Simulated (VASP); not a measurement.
# BAs (I-4m2) in VASP: a series of runs

Runs on BAs. Level: PBE. Tasks: single point.

Program: VASP 6.6.1. These are calculated values, not measurements. Logs are shortened: lines on timing, memory, paths and dates and some standing lists are left out, and cuts for length are marked.

## Step 1: The cell of the first run

Symmetry: I-4m2, No. 119, tetragonal system. The conventional cell has a = 3.445 Å, b = 3.445 Å, c = 4.777 Å, α = 90.00°, β = 90.00°, γ = 90.00°. Within 2.8 Å of B (site symmetry -4m2) lie 4 As at 2.10 Å. As (site symmetry -4m2) has 4 B at 2.10 Å within 2.8 Å.

## Step 2: Single point, PBE

Input file INCAR:

```
ALGO = Normal
EDIFF = 1E-6
ENCUT = 520
GGA = PE
ISIF = 2
ISMEAR = 0
LASPH = T
LCHARG = T
LELF = T
LREAL = F
LVHAR = T
LWAVE = F
NBANDS = 11
NELM = 80
PREC = Accurate
SIGMA = 0.02
```

Input file KPOINTS:

```
k-points
0
Gamma
  8 8 8
```

Input file POSCAR:

```
BAs
1.0
    0.0000000000      2.4362700000      2.3885000000
    2.4362700000      0.0000000000      2.3885000000
    2.4362700000      2.4362700000      0.0000000000
B As
1 1
Direct
    0.0000000000      0.0000000000      0.0000000000
    0.2500000000      0.2500000000      0.2500000000
```

Potentials or basis: VASP PAW PBE potentials, release 64 (B, As).

Run with:

```sh
$ cat potpaw_PBE.64/B/POTCAR potpaw_PBE.64/As/POTCAR > POTCAR
$ mpirun -np 1 vasp_std > vasp.out
```

OUTCAR:

```text
EDIFF = 1E-6
   ENCUT = 520
   GGA = PE
   ISIF = 2
   ISMEAR = 0
   LASPH = T
   LREAL = F
   NELM = 80
   PREC = Accurate

 ion  position               nearest neighbor table
   1  0.000  0.000  0.000-   2 2.10   2 2.10   2 2.10   2 2.10
   2  0.250  0.250  0.250-   1 2.10   1 2.10   1 2.10   1 2.10

  LATTYP: Found a body centered tetragonal cell.
 ALAT       =     3.4454060756
 C/A-ratio  =     1.3864838847

  Lattice vectors:

 A1 = (   0.0000000000,  -2.4362700000,  -2.3885000000)
 A2 = (   0.0000000000,   2.4362700000,  -2.3885000000)
 A3 = (   2.4362700000,   0.0000000000,   2.3885000000)

Analysis of symmetry for initial positions (statically):
=====================================================================
 Subroutine PRICEL returns:
 Original cell was already a primitive cell.

 Routine SETGRP: Setting up the symmetry group for a
 body centered tetragonal supercell.

 Subroutine GETGRP returns: Found  8 space group operations
 (whereof  8 operations were pure point group operations)
 out of a pool of 16 trial point group operations.

The static configuration has the point symmetry D_2d.

Analysis of symmetry for dynamics (positions and initial velocities):
=====================================================================
 Subroutine PRICEL returns:
 Original cell was already a primitive cell.

 Routine SETGRP: Setting up the symmetry group for a
 body centered tetragonal supercell.

 Subroutine GETGRP returns: Found  8 space group operations
 (whereof  8 operations were pure point group operations)
 out of a pool of 16 trial point group operations.

The dynamic configuration has the point symmetry D_2d.

 Subroutine INISYM returns: Found  8 space group operations
 (whereof  8 operations are pure point group operations),
 and found     1 'primitive' translations

----------------------------------------------------------------------------------------

                                     Primitive cell

  volume of cell :      28.3535

  direct lattice vectors                    reciprocal lattice vectors
     0.000000000  2.436270000  2.388500000    -0.205231768  0.205231768  0.209336404
     2.436270000  0.000000000  2.388500000     0.205231768 -0.205231768  0.209336404
     2.436270000  2.436270000  0.000000000     0.205231768  0.205231768 -0.209336404

  length of vectors
     3.411794801  3.411794801  3.445406076     0.357857356  0.357857356  0.357857356

  position of ions in fractional coordinates (direct lattice)
     0.000000000  0.000000000  0.000000000
     0.250000000  0.250000000  0.250000000

  ion indices of the primitive-cell ions
   primitive index   ion index
                 1           1
                 2           2

----------------------------------------------------------------------------------------

 KPOINTS: k-points

Automatic generation of k-mesh.
 Grid dimensions read from file:
 generate k-points for:    8    8    8

 Generating k-lattice:

  Cartesian coordinates                     Fractional coordinates (reciprocal lattice)
    -0.025653971  0.025653971  0.026167050     0.125000000  0.000000000  0.000000000
     0.025653971 -0.025653971  0.026167050     0.000000000  0.125000000  0.000000000
     0.025653971  0.025653971 -0.026167050     0.000000000  0.000000000  0.125000000

  Length of vectors
     0.044732170  0.044732170  0.044732170

  Shift w.r.t. Gamma in fractional coordinates (k-lattice)
     0.000000000  0.000000000  0.000000000

 Subroutine IBZKPT returns following result:
 ===========================================

 Found     59 irreducible k-points:

 Following reciprocal coordinates:
            Coordinates               Weight
  0.000000  0.000000  0.000000      1.000000
  0.125000  0.000000  0.000000      8.000000
  0.250000  0.000000  0.000000      8.000000
  0.375000  0.000000  0.000000      8.000000
  0.500000  0.000000  0.000000      4.000000
  0.125000  0.125000  0.000000      2.000000
[... 16 lines left out ...]
  0.250000  0.000000  0.125000     16.000000
  0.375000  0.000000  0.125000     16.000000
 [... further k-points ...]
   k-points           NKPTS =     59   k-points in BZ     NKDIM =     59   number of bands    NBANDS=     11
   number of dos      NEDOS =    301   number of ions     NIONS =      2
   total plane-waves  NPLWV =  21952
   dimension x,y,z NGX =    28 NGY =   28 NGZ =   28
   dimension x,y,z NGXF=    56 NGYF=   56 NGZF=   56
   ions per type =               1   1
   NGX,Y,Z   is equivalent  to a cutoff of  13.64, 13.64, 13.51 a.u.
   NGXF,Y,Z  is equivalent  to a cutoff of  27.29, 27.29, 27.02 a.u.
 SYSTEM =  unknown system
   PREC   = accura    normal or accurate (medium, high low for compatibility)
   ISTART =      0    job   : 0-new  1-cont  2-samecut
   ICHARG =      2    charge: 1-file 2-atom 10-const
   ISPIN  =      1    spin polarized calculation?
   LNONCOLLINEAR =      F non collinear calculations
   LSORBIT =      F    spin-orbit coupling
   LASPH  =      T    aspherical Exc in radial PAW
   ENCUT  =  520.0 eV  38.22 Ry    6.18 a.u.   6.34  6.34  6.41*2*pi/ulx,y,z
   NELM   =     80;   NELMIN=  2; NELMDL= -5     # of ELM steps
   EDIFF  = 0.1E-05   stopping-criterion for ELM
   LREAL  =      F    real-space projection
   EDIFFG = 0.1E-04   stopping-criterion for IOM
   NSW    =      0    number of steps for IOM
   IBRION =     -1    ionic relax: 0-MD 1-quasi-New 2-CG
   NFREE  =      0    steps in history (QN), initial steepest desc. (CG)
   ISIF   =      2    stress and relaxation
   ISYM   =      2    0-nonsym 1-usesym 2-fastsym
   POTIM  = 0.5000    time-step for ionic-motion
   TEBEG  =    0.0;   TEEND  =   0.0 temperature during run
   PSTRESS=    0.0 pullay stress
   NELECT =       8.0000    total number of electrons
   NUPDOWN=      -1.0000    fix difference up-down
   EMIN   =  10.00;   EMAX   =-10.00  energy-range for DOS
   EFERMI =   0.00;   METHOD = LEGACY
   ISMEAR =     0;   SIGMA  =   0.02  broadening in eV -4-tet -1-fermi 0-gaus
   EFERMI_NEDOS =   21; number of points for ismear=-14 and -15
   IALGO  =     38    algorithm
   IMIX   =      4    mixing-type and parameters
     AMIX     =   0.40;   BMIX     =  1.00
     AMIX_MAG =   1.60;   BMIX_MAG =  1.00
  volume/ion in A,a.u.               =      14.18        95.67
  Fermi-wavevector in a.u.,A,eV,Ry     =   1.073749  2.029092 15.686661  1.152937
  Thomas-Fermi vector in A             =   2.209557
   LORBIT       =      0    0 simple, 1 ext, 2 COOP (PROOUT), +10 PAW based schemes
   GGA     = PE    functional components
   LHFCALC =     F    Hartree Fock is set to
   AEXX    =    0.0000 exact exchange contribution
   IVDW    =     0    specifies the selected vdW correction
   LEPSILON=     F    determine dielectric tensor
   LRPA    =     F    only Hartree local field effects (RPA)
 non-spin polarized calculation
 Gauss-broadening in eV      SIGMA  =   0.02
  energy-cutoff  :      520.00
  volume of cell :       28.35
 maximum number of plane-waves:       778
 NGX is ok and might be reduce to    28
   NGX = 13   NGY = 13   NGZ = 13

 number of electron       7.9999999 magnetization

 Free energy of the ion-electron system (eV)
  ---------------------------------------------------
  ext. energy  EPLUGINS =         0.00000000
  ---------------------------------------------------
  free energy    TOTEN  =       -11.40453683 eV

  energy without entropy =      -11.40453683  energy(sigma->0) =      -11.40453683

 E-fermi :   5.9429     XC(G=0): -10.4134

 val. band max:        5.8197596072   @ k =   0.0000   0.0000   0.0000
 cond. band min:       6.7580491918   @ k =   0.3750   0.3750   0.0000
 fundamental gap:      0.9382895845
 Fermi energy:         5.9428526767

 k-point     1 :       0.0000    0.0000    0.0000
  band No.  band energies     occupation
      1      -9.3485      2.00000
      2       5.6366      2.00000
      3       5.6366      2.00000
      4       5.8198      2.00000
      5       8.8424      0.00000
      6       8.9700      0.00000
      7       8.9700      0.00000
      8       9.8821      0.00000
      9      15.0941      0.00000
     10      18.2283      0.00000
     11      18.7302      0.00000

 k-point     2 :       0.1250    0.0000    0.0000
  band No.  band energies     occupation
      1      -9.1017      2.00000
      2       3.7659      2.00000
      3       5.2102      2.00000
      4       5.3496      2.00000
      5       8.9157      0.00000
      6       9.4588      0.00000
      7       9.5129      0.00000
      8      11.2806      0.00000
      9      16.0017      0.00000
     10      17.0338      0.00000
     11      17.3668      0.00000

 k-point     3 :       0.2500    0.0000    0.0000
  band No.  band energies     occupation
      1      -8.3852      2.00000
      2       0.8815      2.00000
      3       4.5070      2.00000
      4       4.6820      2.00000
      5       8.5427      0.00000
      6      10.2512      0.00000
      7      10.2813      0.00000
      8      13.3144      0.00000
      9      16.6723      0.00000
     10      16.7600      0.00000
     11      17.0162      0.00000
[... 267 lines left out ...]
 k-point    23 :       0.2500    0.0000    0.1250
  band No.  band energies     occupation
      1      -8.4640      2.00000
      2       1.8029      2.00000
      3       3.9029      2.00000
      4       4.0849      2.00000
      5       8.5639      0.00000
      6      10.3414      0.00000
      7      11.4015      0.00000
      8      12.0376      0.00000
      9      15.5558      0.00000
     10      17.7201      0.00000
     11      18.5462      0.00000

 k-point    24 :       0.3750    0.0000    0.1250
  band No.  band energies     occupation
      1      -7.5022      2.00000
      2      -0.7422      2.00000
      3       3.2726      2.00000
      4       3.5487      2.00000
      5       8.8550      0.00000
      6      10.3964      0.00000
      7      11.6893      0.00000
      8      12.9886      0.00000
      9      16.8239      0.00000
     10      18.3084      0.00000
     11      19.3359      0.00000

 [... further k-points ...]

------------------------ aborting loop because EDIFF is reached ----------------------------------------

  FORCE on cell =-STRESS in cart. coord.  units (eV):
  Direction    XX          YY          ZZ          XY          YZ          ZX
  --------------------------------------------------------------------------------------
  -------------------------------------------------------------------------------------
  Total       -0.5645963     -0.5645963      0.1115711      0.0000000     -0.0000000     -0.0000000
  in kB      -31.9038105    -31.9038105      6.3045833      0.0000000     -0.0000000     -0.0000000
  external PRESSURE =     -19.1676792 kB  Pullay stress =       0.0000000 kB

 VOLUME and BASIS-vectors are now :
 -----------------------------------------------------------------------------
  energy-cutoff  :      520.00
  volume of cell :       28.35
      direct lattice vectors                 reciprocal lattice vectors
     0.000000000  2.436270000  2.388500000    -0.205231768  0.205231768  0.209336404
     2.436270000  0.000000000  2.388500000     0.205231768 -0.205231768  0.209336404
     2.436270000  2.436270000  0.000000000     0.205231768  0.205231768 -0.209336404

 POSITION                                       TOTAL-FORCE (eV/Angst)
 -----------------------------------------------------------------------------------
      0.00000      0.00000      0.00000         0.000000      0.000000      0.000000
      1.21813      1.21813      1.19425        -0.000000     -0.000000      0.000000
 -----------------------------------------------------------------------------------
    total drift:                               -0.000000     -0.000000     -0.000000

  FREE ENERGIE OF THE ION-ELECTRON SYSTEM (eV)
  ---------------------------------------------------
  free  energy   TOTEN  =       -11.4045368323 eV

  energy  without entropy=      -11.4045368323  energy(sigma->0) =      -11.40453683
```

It took 20 s on 1 thread of Intel Xeon Platinum 8488C (Sapphire Rapids), shared host; peak memory 0.16 GiB.

What came out:

| Property | Result |
| --- | --- |
| Free energy | -11.4045 eV |
| Pressure | -1.9 GPa |
| Band gap on the k mesh | 0.94 eV, indirect (least direct gap 3.02 eV) |

Stress tensor (GPa, compression positive):
```
-3.19  0.00  0.00
 0.00 -3.19  0.00
 0.00  0.00  0.63
```

A k mesh can miss the band edges.

## Step 3: Single point, PBE

This run uses another cell than the first one, of 14.46 Å³/atom, 1.020 times its volume.

Input file INCAR:

```
PREC = Accurate
ENCUT = 520
EDIFF = 1E-6
ISMEAR = 0
SIGMA = 0.02
LREAL = False
LASPH = True
NELM = 80
ALGO = Normal
ISIF = 2
LWAVE = False
LCHARG = False
GGA = PE
NBANDS = 11
```

Input file KPOINTS:

```
regular mesh
0
Gamma
  8 8 8
```

Input file POSCAR:

```
BAs
1.0
    0.0000000000      2.4601550000      2.3885000000
    2.4601550000      0.0000000000      2.3885000000
    2.4601550000      2.4601550000      0.0000000000
B As
1 1
Direct
    0.0000000000      0.0000000000      0.0000000000
    0.2500000000      0.2500000000      0.2500000000
```

Potentials or basis: VASP PAW PBE potentials, release 64 (B, As).

Run with:

```sh
$ cat potpaw_PBE.64/B/POTCAR potpaw_PBE.64/As/POTCAR > POTCAR
$ mpirun -np 1 vasp_std > vasp.out
```

Run time: 15 s. Hardware: 1 thread of Intel Xeon Platinum 8488C (Sapphire Rapids), shared host; peak memory 0.16 GiB.

It converged, with:

- Free energy: -11.3884 eV
- Pressure: -4.2 GPa
- Band gap on the k mesh: 0.82 eV, indirect (least direct gap 2.90 eV)

Stress tensor (GPa, compression positive):
```
-6.08  0.00  0.00
 0.00 -6.08  0.00
 0.00  0.00 -0.56
```

Levels at points of the mesh, in eV from the valence-band top:
```csv
k point,band 1,band 2,band 3,band 4,band 5,band 6,band 7,band 8,band 9
"(0.00, 0.00, 0.00)",-15.05,-0.27,-0.27,0.00,2.90,3.09,3.09,3.76,9.13
"(0.50, 0.00, 0.00)",-12.39,-8.55,-2.06,-1.74,2.14,4.42,4.68,8.57,12.09
"(0.50, 0.50, 0.00)",-11.02,-8.23,-4.19,-4.19,1.09,1.11,10.65,10.65,12.34
"(0.50, 0.00, 0.50)",-11.24,-8.46,-3.95,-3.90,1.43,1.43,10.41,10.76,12.05
```
